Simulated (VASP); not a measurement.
Set up this calculation in VASP 6.6.1, as the native input.

| Quantity | Value |
| --- | --- |
| Task | single point |
| Functional | LDA |
| Potentials or basis | VASP PAW LDA potentials, release 64 (Ca_sv) |
| Cutoff | 520 eV |
| k mesh | 14 × 14 × 14 |
| Occupations | gaussian, width 0.15 eV |
| Spin | no spin polarisation |
| Dipole correction | no |
| Further INCAR settings | ALGO = Normal; EDIFF = 1e-07; NBANDS = 11 |

The structure of Ca lies in POSCAR:

```
Ca
1.0
    0.0000000000      3.0177360000      2.5706640000
    3.0177360000      0.0000000000      2.5706640000
    3.0177360000      3.0177360000      0.0000000000
Ca
1
Direct
    0.0000000000      0.0000000000      0.0000000000
```

This cell differs from its parent crystal: strain +0.080 along x and y, -0.080 along z.

The input as run:

INCAR

```
PREC = Accurate
ENCUT = 520
EDIFF = 1E-7
ISMEAR = 0
SIGMA = 0.15
LREAL = F
LASPH = T
NELM = 80
ALGO = Normal
ISIF = 2
LWAVE = F
LCHARG = F
NBANDS = 11
```

KPOINTS

```
regular mesh
0
Gamma
  14 14 14
```

Potentials or basis: VASP PAW LDA potentials, release 64 (Ca_sv).

Launch:

```bash
$ cat potpaw_LDA.64/Ca_sv/POTCAR > POTCAR
$ mpirun -np 1 vasp_std > vasp.out
```

Results of the run:

```yaml
Pressure: -2.9 GPa
Band_gap_on_the_k_mesh: zero (band 5 reaches 1.61 eV, above the bottom of band 6 at 1.27 eV)
```

Caveat: the cell differs from its parent crystal (strain +0.080 along x and y, -0.080 along z).

Run time: 99 s on 1 thread of Intel Xeon 6975P-C, with other jobs on the host, peak memory 0.24 GiB.
